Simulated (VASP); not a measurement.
Write the native input for VASP 6.6.1 that does the following.

```
Task                   : single point
Functional             : PBE
Potentials or basis    : VASP PAW PBE potentials, release 64 (Pb_d, S)
Cutoff                 : 500 eV
k mesh                 : 6 × 6 × 6
Occupations            : gaussian, width 0.01 eV
Spin                   : no spin polarisation
Dipole correction      : no
Further INCAR settings : ALGO = Normal; EDIFF = 1e-06; NBANDS = 17
```

The structure of PbS lies in POSCAR:

```
PbS
1.0
    0.0000000000      2.9657500000      2.9657500000
    2.9657500000      0.0000000000      2.9657500000
    2.9657500000      2.9657500000      0.0000000000
Pb S
1 1
Direct
    0.0000000000      0.0000000000      0.0000000000
    0.4966281716      0.5033718284      0.4966281716
```

One way to write it, as run:

INCAR

```
SYSTEM = PbS
PREC = Accurate
ENCUT = 500
EDIFF = 1E-6
ISMEAR = 0
SIGMA = 0.01
LREAL = .FALSE.
LASPH = .TRUE.
NELM = 120
ALGO = Normal
ISIF = 2
LWAVE = .FALSE.
LCHARG = .FALSE.
GGA = PE
NBANDS = 17
GGA_COMPAT = .FALSE.
```

KPOINTS

```
Automatic mesh
0
G
  6 6 6
  0 0 0
```

Potentials or basis: VASP PAW PBE potentials, release 64 (Pb_d, S).

Launch:

```console
$ cat potpaw_PBE.64/Pb_d/POTCAR potpaw_PBE.64/S/POTCAR > POTCAR
$ mpirun -np 1 vasp_std > vasp.out
```

Results of the run:

| Item | Value |
| --- | --- |
| Pressure | 2.1 GPa |
| Largest force | 0.006 eV/Å |
| Band gap on the k mesh | 0.37 eV |

Caveat: spin-orbit coupling is left out, which moves the levels of the heavy elements.

It took 8.8 s on 1 thread of Intel(R) Xeon(R) 6975P-C (Granite Rapids), on a shared host, peak memory 0.18 GiB.
